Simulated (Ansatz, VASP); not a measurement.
## One calculation of O, two programs

The input INCAR:

```
SYSTEM = O
ALGO = Normal
EDIFF = 1E-7
ENCUT = 520
GGA = PE
ISIF = 2
ISMEAR = -1
ISPIN = 2
LASPH = .True.
LCHARG = .True.
LELF = .True.
LORBIT = 11
LREAL = .False.
LVHAR = .True.
LWAVE = .False.
MAGMOM = 1 1
NBANDS = 17
NELM = 150
PREC = Accurate
SIGMA = 0.05
```

Contents of KPOINTS:

```
k-points
0
Gamma
  10 10 8
  0 0 0
```

The input POSCAR:

```
O
1.0
    2.5556580562     -1.4899917368      0.0000000000
    2.5556580562      1.4899917368      0.0000000000
   -2.1461370282      0.0000000000      3.2687815997
O
2
Direct
    0.0254538300      0.0254538300      0.1555740200
    0.9745461700      0.9745461700      0.8444259800
```

Input for Ansatz:

```yaml
crystal:
  lattice:
    - [2.5556580562, -1.4899917368, 0.0]
    - [2.5556580562, 1.4899917368, 0.0]
    - [-2.1461370282, 0.0, 3.2687815997]
  atoms:
    - { symbol: O, position: [0.02545383, 0.02545383, 0.15557402], spin: 1.0 }
    - { symbol: O, position: [0.97454617, 0.97454617, 0.84442598], spin: 1.0 }
magnetization:
  spin_polarized: true
kpoints:
  mp_grid: { grid: [10, 10, 8] }
scf:
  occupations: { method: fermi_dirac, width: 0.05 }
  lower_state_search: "off"
hamiltonian:
  xc: pbe
  pseudopotentials: { kind: paw }
output:
  forces: true
  stress: true
  eigenvalues: true
  populations: true
```

Change from the starting cell: volume scaled by 0.72, PAW files.

Alike in both runs: task single point; functional PBE; k mesh 10 × 10 × 8; occupations fermi-dirac, width 0.05 eV; collinear spin.

```csv
,VASP,Ansatz
version,VASP 6.6.1,Ansatz 0.2.0
potentials or method,"VASP PAW PBE potentials, release 64 (O)","PAW with Ansatz's default frozen-core files, scalar-relativistic"
plane-wave cutoff (eV),520,420
valence electrons in the cell,12,12
```

VASP gave:

- pressure (GPa): 45.3
- traceless stress, the component that is largest in VASP (GPa): 61.53
- rms of the force components (eV/Å): 9.617
- net moment per atom (μB): 1.00
- size of the moment on the site where the two differ most (μB): 0.78

Estimate Ansatz's values.

pressure (GPa): 37.3; traceless stress, the component that is largest in VASP (GPa): 48.06; rms of the force components (eV/Å): 7.496; net moment per atom (μB): 1.00; size of the moment on the site where the two differ most (μB): 0.47.

Site moments also hang on the region over which each program counts them. Atom by atom the forces differ by 2.121 eV/Å (rms over components). The pressures are high and differ by over a tenth, so treat them with care.

Noted on VASP's run: the standard files for N, O and F lose accuracy on very short bonds.
